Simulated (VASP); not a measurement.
# InBiO (P-6m2) in VASP: notebook

InBiO is run at these levels: PBE; tasks: single point.

All numbers are computed with VASP 6.6.1; they aren't measurements. Logs are shortened: lines on timing, memory, paths and dates and some standing lists are left out, and cuts for length are marked.

### Step 1. The cell of the first run

It takes space group P-6m2 (No. 187, hexagonal). Conventional cell: a = 3.629 Å, b = 3.629 Å, c = 5.989 Å, α = 90.00°, β = 90.00°, γ = 120.00°. In (site symmetry -6m2) has 3 O at 2.10 Å within 2.8 Å. Bi (site symmetry -6m2) has 6 Bi at 3.63 Å and 6 O at 3.65 Å and 6 In at 3.65 Å within 4.8 Å. Within 2.8 Å of O (site symmetry -6m2) lie 3 In at 2.10 Å.

### Step 2. Single point, PBE

File INCAR:

```
SYSTEM = InBiO
PREC = Accurate
ENCUT = 520
EDIFF = 1E-6
ISMEAR = 0
SIGMA = 0.1
LREAL = .FALSE.
LASPH = .TRUE.
NELM = 100
ALGO = Normal
ISIF = 2
LWAVE = .FALSE.
LCHARG = .FALSE.
GGA = PE
NBANDS = 24
```

File KPOINTS:

```
regular mesh
0
G
  6 6 4
  0 0 0
```

File POSCAR:

```
InBiO
1.0
    3.6292716258     -0.0000000024      0.0000000000
   -1.8146358109      3.1430414263      0.0000000000
    0.0000000000      0.0000000000      5.9887374400
In Bi O
1 1 1
Direct
    0.0000000000      0.0000000000      0.5000000000
    0.3333333333      0.6666666667      0.0000000000
    0.6666666667      0.3333333333      0.5000000000
```

Potentials or basis: VASP PAW PBE potentials, release 64 (In_d, Bi_d, O).

Started as:

```
$ cat potpaw_PBE.64/In_d/POTCAR potpaw_PBE.64/Bi_d/POTCAR potpaw_PBE.64/O/POTCAR > POTCAR
$ mpirun -np 1 vasp_std > vasp.out
```

OUTCAR:

```text
SYSTEM = InBiO
   PREC = Accurate
   ENCUT = 520
   EDIFF = 1E-6
   ISMEAR = 0
   LREAL = .FALSE.
   LASPH = .TRUE.
   NELM = 100
   ISIF = 2
   GGA = PE

 ion  position               nearest neighbor table
   1  0.000  0.000  0.500-   3 2.10   3 2.10   3 2.10   2 3.65   2 3.65   2 3.65   2 3.65   2 3.65
                             2 3.65
   2  0.333  0.667  0.000-   1 3.65   1 3.65   1 3.65   1 3.65   1 3.65   1 3.65
   3  0.667  0.333  0.500-   1 2.10   1 2.10   1 2.10

  LATTYP: Found a hexagonal cell.
 ALAT       =     3.6292716258
 C/A-ratio  =     1.6501210318

  Lattice vectors:

 A1 = (   3.6292716258,  -0.0000000024,   0.0000000000)
 A2 = (  -1.8146358109,   3.1430414263,   0.0000000000)
 A3 = (   0.0000000000,   0.0000000000,   5.9887374400)

Analysis of symmetry for initial positions (statically):
=====================================================================
 Subroutine PRICEL returns:
 Original cell was already a primitive cell.

 Routine SETGRP: Setting up the symmetry group for a
 hexagonal supercell.

 Subroutine GETGRP returns: Found 12 space group operations
 (whereof 12 operations were pure point group operations)
 out of a pool of 24 trial point group operations.

The static configuration has the point symmetry D_3h.

Analysis of symmetry for dynamics (positions and initial velocities):
=====================================================================
 Subroutine PRICEL returns:
 Original cell was already a primitive cell.

 Routine SETGRP: Setting up the symmetry group for a
 hexagonal supercell.

 Subroutine GETGRP returns: Found 12 space group operations
 (whereof 12 operations were pure point group operations)
 out of a pool of 24 trial point group operations.

The dynamic configuration has the point symmetry D_3h.

 Subroutine INISYM returns: Found 12 space group operations
 (whereof 12 operations are pure point group operations),
 and found     1 'primitive' translations

----------------------------------------------------------------------------------------

                                     Primitive cell

  volume of cell :      68.3132

  direct lattice vectors                    reciprocal lattice vectors
     3.629271626 -0.000000002  0.000000000     0.275537381  0.159081581  0.000000000
    -1.814635811  3.143041426  0.000000000     0.000000000  0.318163163  0.000000000
     0.000000000  0.000000000  5.988737440     0.000000000  0.000000000  0.166980104

  length of vectors
     3.629271626  3.629271626  5.988737440     0.318163163  0.318163163  0.166980104

  position of ions in fractional coordinates (direct lattice)
     0.000000000  0.000000000  0.500000000
     0.333333333  0.666666667  0.000000000
     0.666666667  0.333333333  0.500000000

  ion indices of the primitive-cell ions
   primitive index   ion index
                 1           1
                 2           2
                 3           3

----------------------------------------------------------------------------------------

 KPOINTS: regular mesh

Automatic generation of k-mesh.
 Grid dimensions read from file:
 generate k-points for:    6    6    4

 Generating k-lattice:

  Cartesian coordinates                     Fractional coordinates (reciprocal lattice)
     0.045922897  0.026513597  0.000000000     0.166666667 -0.000000000  0.000000000
     0.000000000  0.053027194  0.000000000     0.000000000  0.166666667  0.000000000
     0.000000000  0.000000000  0.041745026     0.000000000  0.000000000  0.250000000

  Length of vectors
     0.053027194  0.053027194  0.041745026

  Shift w.r.t. Gamma in fractional coordinates (k-lattice)
     0.000000000  0.000000000  0.000000000

 Subroutine IBZKPT returns following result:
 ===========================================

 Found     21 irreducible k-points:

 Following reciprocal coordinates:
            Coordinates               Weight
  0.000000  0.000000  0.000000      1.000000
  0.166667  0.000000  0.000000      6.000000
  0.333333  0.000000  0.000000      6.000000
  0.500000  0.000000  0.000000      3.000000
  0.166667  0.166667  0.000000      6.000000
  0.333333  0.166667  0.000000     12.000000
[... 13 lines left out ...]
  0.333333  0.166667  0.500000     12.000000
  0.333333  0.333333  0.500000      2.000000
   k-points           NKPTS =     21   k-points in BZ     NKDIM =     21   number of bands    NBANDS=     24
   number of dos      NEDOS =    301   number of ions     NIONS =      3
   total plane-waves  NPLWV =  37632
   dimension x,y,z NGX =    28 NGY =   28 NGZ =   48
   dimension x,y,z NGXF=    56 NGYF=   56 NGZF=   96
   ions per type =               1   1   1
   NGX,Y,Z   is equivalent  to a cutoff of  12.83, 12.83, 13.32 a.u.
   NGXF,Y,Z  is equivalent  to a cutoff of  25.65, 25.65, 26.65 a.u.
 SYSTEM =  InBiO
   PREC   = accura    normal or accurate (medium, high low for compatibility)
   ISTART =      0    job   : 0-new  1-cont  2-samecut
   ICHARG =      2    charge: 1-file 2-atom 10-const
   ISPIN  =      1    spin polarized calculation?
   LNONCOLLINEAR =      F non collinear calculations
   LSORBIT =      F    spin-orbit coupling
   LASPH  =      T    aspherical Exc in radial PAW
   ENCUT  =  520.0 eV  38.22 Ry    6.18 a.u.   6.75  6.75 11.14*2*pi/ulx,y,z
   NELM   =    100;   NELMIN=  2; NELMDL= -5     # of ELM steps
   EDIFF  = 0.1E-05   stopping-criterion for ELM
   LREAL  =      F    real-space projection
   EDIFFG = 0.1E-04   stopping-criterion for IOM
   NSW    =      0    number of steps for IOM
   IBRION =     -1    ionic relax: 0-MD 1-quasi-New 2-CG
   NFREE  =      0    steps in history (QN), initial steepest desc. (CG)
   ISIF   =      2    stress and relaxation
   ISYM   =      2    0-nonsym 1-usesym 2-fastsym
   POTIM  = 0.5000    time-step for ionic-motion
   TEBEG  =    0.0;   TEEND  =   0.0 temperature during run
   PSTRESS=    0.0 pullay stress
   NELECT =      34.0000    total number of electrons
   NUPDOWN=      -1.0000    fix difference up-down
   EMIN   =  10.00;   EMAX   =-10.00  energy-range for DOS
   EFERMI =   0.00;   METHOD = LEGACY
   ISMEAR =     0;   SIGMA  =   0.10  broadening in eV -4-tet -1-fermi 0-gaus
   EFERMI_NEDOS =   21; number of points for ismear=-14 and -15
   IALGO  =     38    algorithm
   IMIX   =      4    mixing-type and parameters
     AMIX     =   0.40;   BMIX     =  1.00
     AMIX_MAG =   1.60;   BMIX_MAG =  1.00
  volume/ion in A,a.u.               =      22.77       153.67
  Fermi-wavevector in a.u.,A,eV,Ry     =   1.297377  2.451687 22.901150  1.683187
  Thomas-Fermi vector in A             =   2.428773
   LORBIT       =      0    0 simple, 1 ext, 2 COOP (PROOUT), +10 PAW based schemes
   GGA     = PE    functional components
   LHFCALC =     F    Hartree Fock is set to
   AEXX    =    0.0000 exact exchange contribution
   IVDW    =     0    specifies the selected vdW correction
   LEPSILON=     F    determine dielectric tensor
   LRPA    =     F    only Hartree local field effects (RPA)
 non-spin polarized calculation
 Gauss-broadening in eV      SIGMA  =   0.10
  energy-cutoff  :      520.00
  volume of cell :       68.31
 maximum number of plane-waves:      1852
 NGX is ok and might be reduce to    28
   NGX = 13   NGY = 13   NGZ = 23

 number of electron      34.0000007 magnetization

 Free energy of the ion-electron system (eV)
  ---------------------------------------------------
  ext. energy  EPLUGINS =         0.00000000
  ---------------------------------------------------
  free energy    TOTEN  =       -12.74937847 eV

  energy without entropy =      -12.73244433  energy(sigma->0) =      -12.74091140

 E-fermi :   6.6207     XC(G=0): -10.0640

 val. band max:        6.5724037649   @ k =   0.3333   0.1667   0.5000
 cond. band min:       6.6428648353   @ k =   0.3333   0.1667   0.0000
 fundamental gap:      0.0704610704
 Fermi energy:         6.6207029528

 k-point     1 :       0.0000    0.0000    0.0000
  band No.  band energies     occupation
      1     -16.1054      2.00000
      2     -16.1054      2.00000
      3     -15.9962      2.00000
      4     -15.9593      2.00000
      5     -15.9593      2.00000
      6     -12.9926      2.00000
[... 16 lines left out ...]
     23      14.4873      0.00000
     24      16.2192      0.00000

 k-point     2 :       0.1667    0.0000    0.0000
  band No.  band energies     occupation
      1     -16.1085      2.00000
      2     -16.0811      2.00000
      3     -15.9808      2.00000
      4     -15.9705      2.00000
      5     -15.9621      2.00000
      6     -12.9294      2.00000
[... 16 lines left out ...]
     23      15.0347      0.00000
     24      16.4357      0.00000

 k-point     3 :       0.3333    0.0000    0.0000
  band No.  band energies     occupation
      1     -16.1184      2.00000
      2     -16.0322      2.00000
      3     -15.9926      2.00000
      4     -15.9676      2.00000
      5     -15.9466      2.00000
      6     -12.8123      2.00000
[... 16 lines left out ...]
     23      15.9498      0.00000
     24      16.0241      0.00000

 k-point     4 :       0.5000    0.0000    0.0000
  band No.  band energies     occupation
      1     -16.1244      2.00000
      2     -16.0075      2.00000
      3     -16.0036      2.00000
      4     -15.9703      2.00000
      5     -15.9288      2.00000
      6     -12.7591      2.00000
[... 16 lines left out ...]
     23      15.9944      0.00000
     24      16.4800      0.00000

 k-point     5 :       0.1667    0.1667    0.0000
  band No.  band energies     occupation
      1     -16.1043      2.00000
      2     -16.0561      2.00000
      3     -15.9850      2.00000
      4     -15.9683      2.00000
      5     -15.9552      2.00000
      6     -12.8400      2.00000
[... 370 lines left out ...]
 k-point    19 :       0.1667    0.1667    0.5000
  band No.  band energies     occupation
      1     -16.1042      2.00000
      2     -16.0561      2.00000
      3     -15.9856      2.00000
      4     -15.9683      2.00000
      5     -15.9546      2.00000
      6     -12.8381      2.00000
[... 16 lines left out ...]
     23      15.5703      0.00000
     24      16.7846      0.00000

 k-point    20 :       0.3333    0.1667    0.5000
  band No.  band energies     occupation
      1     -16.1004      2.00000
      2     -16.0278      2.00000
      3     -15.9987      2.00000
      4     -15.9760      2.00000
      5     -15.9325      2.00000
      6     -12.7560      2.00000
[... 16 lines left out ...]
     23      14.9626      0.00000
     24      15.5948      0.00000

 k-point    21 :       0.3333    0.3333    0.5000
  band No.  band energies     occupation
      1     -16.0564      2.00000
      2     -16.0554      2.00000
      3     -15.9911      2.00000
      4     -15.9905      2.00000
      5     -15.9312      2.00000
      6     -12.7295      2.00000
[... 16 lines left out ...]
     23      14.2729      0.00000
     24      15.7733      0.00000

------------------------ aborting loop because EDIFF is reached ----------------------------------------

  FORCE on cell =-STRESS in cart. coord.  units (eV):
  Direction    XX          YY          ZZ          XY          YZ          ZX
  --------------------------------------------------------------------------------------
  -------------------------------------------------------------------------------------
  Total        0.1027971      0.1027971      0.0379379     -0.0000000      0.0000000      0.0000000
  in kB        2.4109412      2.4109412      0.8897719     -0.0000000      0.0000000      0.0000000
  external PRESSURE =       1.9038847 kB  Pullay stress =       0.0000000 kB

 VOLUME and BASIS-vectors are now :
 -----------------------------------------------------------------------------
  energy-cutoff  :      520.00
  volume of cell :       68.31
      direct lattice vectors                 reciprocal lattice vectors
     3.629271626 -0.000000002  0.000000000     0.275537381  0.159081581  0.000000000
    -1.814635811  3.143041426  0.000000000     0.000000000  0.318163163  0.000000000
     0.000000000  0.000000000  5.988737440     0.000000000  0.000000000  0.166980104

 POSITION                                       TOTAL-FORCE (eV/Angst)
 -----------------------------------------------------------------------------------
      0.00000      0.00000      2.99437        -0.000000      0.000000      0.000000
      0.00000      2.09536      0.00000         0.000000     -0.000000      0.000000
      1.81464      1.04768      2.99437         0.000000      0.000000      0.000000
 -----------------------------------------------------------------------------------
    total drift:                               -0.000003      0.000002     -0.000000

  FREE ENERGIE OF THE ION-ELECTRON SYSTEM (eV)
  ---------------------------------------------------
  free  energy   TOTEN  =       -12.7493784675 eV

  energy  without entropy=      -12.7324443344  energy(sigma->0) =      -12.74091140
```

It took 14 s on 1 thread of Intel Xeon 6975P-C (Granite Rapids), shared host; peak memory 0.2 GiB.

What came out:

```yaml
Free_energy: -12.7494 eV
Pressure: 0.2 GPa
Band_gap_on_the_k_mesh: zero (band 17 reaches 8.05 eV, above the bottom of band 18 at 6.57 eV)
```

Stress tensor (GPa, compression positive):
```
0.24 0.00 0.00
0.00 0.24 0.00
0.00 0.00 0.09
```

Caveat: spin-orbit coupling is left out, which moves the levels of the heavy elements.

### Step 3. Single point, PBE

This run uses another cell than the first one, of 25.23 Å³/atom, 1.108 times its volume.

File INCAR:

```
SYSTEM = InBiO
ALGO = Normal
EDIFF = 1E-6
ENCUT = 520
GGA = PE
ISIF = 2
ISMEAR = 0
LASPH = .True.
LCHARG = .True.
LELF = .True.
LREAL = .False.
LVHAR = .True.
LWAVE = .False.
NBANDS = 24
NELM = 80
PREC = Accurate
SIGMA = 0.1
```

File KPOINTS:

```
k-points
0
Gamma
  6 6 4
  0 0 0
```

File POSCAR:

```
InBiO
1.0
    4.4527030300      0.0000000000      0.0000000000
   -2.2263515100      3.8561539400      0.0000000000
    0.0000000000      0.0000000000      4.4086072600
In Bi O
1 1 1
Direct
    0.0000000000      0.0000000000      0.5000000000
    0.3333333300      0.6666666700      0.0000000000
    0.6666666700      0.3333333300      0.5000000000
```

Potentials or basis: VASP PAW PBE potentials, release 64 (In_d, Bi_d, O).

Started as:

```
$ cat potpaw_PBE.64/In_d/POTCAR potpaw_PBE.64/Bi_d/POTCAR potpaw_PBE.64/O/POTCAR > POTCAR
$ mpirun -np 1 vasp_std > vasp.out
```

It took 26 s on 1 thread of Intel Xeon 6975P-C (Granite Rapids), shared host; peak memory 0.22 GiB.

Results (log left out):

```yaml
Free_energy: -11.1602 eV
Pressure: -8.8 GPa
Band_gap_on_the_k_mesh: zero (band 17 reaches 6.16 eV, above the bottom of band 18 at 5.39 eV)
```

Stress tensor (GPa, compression positive):
```
-10.50   0.00   0.00
  0.00 -10.50   0.00
  0.00   0.00  -5.45
```

Levels at points of the mesh, in eV from the Fermi level:
```tsv
k point	band 14	band 15	band 16	band 17	band 18	band 19	band 20	band 21
(0.00, 0.00, 0.00)	-2.64	-2.64	-2.64	-0.05	-0.05	0.36	4.19	5.36
(0.50, 0.00, 0.00)	-3.53	-2.08	-1.99	0.06	0.29	1.20	3.53	3.87
(0.00, 0.00, 0.50)	-2.56	-2.56	-2.04	0.69	0.69	2.17	2.35	4.02
(0.50, 0.00, 0.50)	-3.85	-3.02	-1.95	-1.22	-0.08	0.07	3.96	4.96
```

Caveat: spin-orbit coupling is left out, which moves the levels of the heavy elements.

### Step 4. Single point, PBE

This run uses another cell than the first one, of 23.06 Å³/atom, 1.013 times its volume.

File INCAR:

```
SYSTEM = InBiO
PREC = Accurate
ENCUT = 520
EDIFF = 1E-6
ISMEAR = 0
SIGMA = 0.1
LREAL = .False.
LASPH = .True.
NELM = 100
ALGO = Normal
ISIF = 2
LWAVE = .False.
LCHARG = .False.
GGA = PE
NBANDS = 24
```

File KPOINTS:

```
regular mesh
0
Gamma
  12 12 8
  0 0 0
```

File POSCAR:

```
InBiO
1.0
    3.6174658579      0.0000000000      0.0000000000
   -1.8087329290      3.1328173303      0.0000000000
    0.0000000000      0.0000000000      6.1038564817
In Bi O
1 1 1
Direct
    0.0000000000      0.0000000000      0.5000000000
    0.3333333333      0.6666666667      0.0000000000
    0.6666666667      0.3333333333      0.5000000000
```

Started as:

```
$ cat potpaw_PBE.64/In_d/POTCAR potpaw_PBE.64/Bi_d/POTCAR potpaw_PBE.64/O/POTCAR > POTCAR
$ mpirun -np 1 vasp_std > vasp.out
```

It took 57 s on 1 thread of Intel Xeon 6975P-C (Granite Rapids), shared host; peak memory 0.29 GiB.

It converged, with:

- Free energy: -12.8047 eV
- Pressure: 0.1 GPa
- Band gap on the k mesh: zero (band 17 reaches 8.09 eV, above the bottom of band 18 at 6.07 eV)

Stress tensor (GPa, compression positive):
```
 0.23  0.00  0.00
 0.00  0.23  0.00
 0.00  0.00 -0.09
```

Levels at points of the mesh, in eV from the Fermi level:
| k point | band 14 | band 15 | band 16 | band 17 | band 18 | band 19 | band 20 | band 21 |
| --- | --- | --- | --- | --- | --- | --- | --- | --- |
| (0.00, 0.00, 0.00) | -3.67 | -3.67 | -2.53 | -0.99 | 3.98 | 3.98 | 7.29 | 7.53 |
| (0.50, 0.00, 0.00) | -4.92 | -3.53 | -3.53 | -0.65 | 1.62 | 1.85 | 2.85 | 3.82 |
| (0.00, 0.00, 0.50) | -4.17 | -3.67 | -3.67 | 1.21 | 3.49 | 4.10 | 4.10 | 7.54 |
| (0.50, 0.00, 0.50) | -4.91 | -4.36 | -2.64 | -0.35 | 0.90 | 1.82 | 3.39 | 5.92 |

Caveat: spin-orbit coupling is left out, which moves the levels of the heavy elements.

### Step 5. Overview

| cell | k mesh | gap on the mesh (eV) | pressure (GPa) |
| --- | --- | --- | --- |
| a = 3.629, b = 3.629, c = 5.989 Å, angles 90.0, 90.0, 120.0°, 3 atoms | 6 × 6 × 4 | none | 0.2 |
| a = 4.453, b = 4.453, c = 4.409 Å, angles 90.0, 90.0, 120.0°, 3 atoms | 6 × 6 × 4 | none | -8.8 |
| a = 3.617, b = 3.617, c = 6.104 Å, angles 90.0, 90.0, 120.0°, 3 atoms | 12 × 12 × 8 | none | 0.1 |

Alike in all rows: task single point; level PBE; potentials or basis VASP PAW PBE potentials, release 64 (In_d, Bi_d, O); no spin polarisation; cutoff (eV) 520; smearing gaussian 0.1 eV.

Caveats: spin-orbit coupling is left out, which moves the levels of the heavy elements.

Total energies depend on the potentials used, so only differences within one code and one set of settings carry meaning.
